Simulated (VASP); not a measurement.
Write the native input for VASP 6.6.1 that does the following.

- Task: single point
- Functional: PBE
- Potentials or basis: VASP PAW PBE potentials, release 64 (Nb_sv)
- Cutoff: 500 eV
- k mesh: 8 × 8 × 4
- Occupations: gaussian, width 0.05 eV
- Spin: no spin polarisation
- Dipole correction: no
- Further INCAR settings: ALGO = Normal; EDIFF = 1e-06; NBANDS = 20

The structure of Nb lies in POSCAR:

```
Nb
1.0
    2.8695867300      0.0000000000      0.0000000000
   -1.4347933650      2.4851350066      0.0000000000
    0.0000000000      0.0000000000      5.2619109277
Nb
2
Direct
    0.3333333333      0.6666666667      0.7500000000
    0.6666666667      0.3333333333      0.2500000000
```

This isn't the form of Nb at room conditions, which is bcc.

One way to write it, as run:

INCAR

```
SYSTEM = Nb
  ALGO = Normal
  EDIFF = 1E-6
  ENCUT = 500
  GGA = PE
  GGA_COMPAT = .False.
  ISIF = 2
  ISMEAR = 0
  LASPH = .True.
  LCHARG = .True.
  LELF = .True.
  LREAL = .False.
  LVHAR = .True.
  LWAVE = .False.
  NBANDS = 20
  NELM = 120
  PREC = Accurate
  SIGMA = 0.05
```

KPOINTS

```
k-points
0
Gamma
  8 8 4
  0 0 0
```

Potentials or basis: VASP PAW PBE potentials, release 64 (Nb_sv).

Run with:

```bash
$ cat potpaw_PBE.64/Nb_sv/POTCAR > POTCAR
$ mpirun -np 1 vasp_std > vasp.out
```

It gave:

The pressure is -0.4 GPa. The band gap on the k mesh is zero (bands 13 and 14 overlap by 2.65 eV).

Wall time 30 s on 1 thread of Intel Xeon 8259CL, on a shared host, peak memory 0.16 GiB.
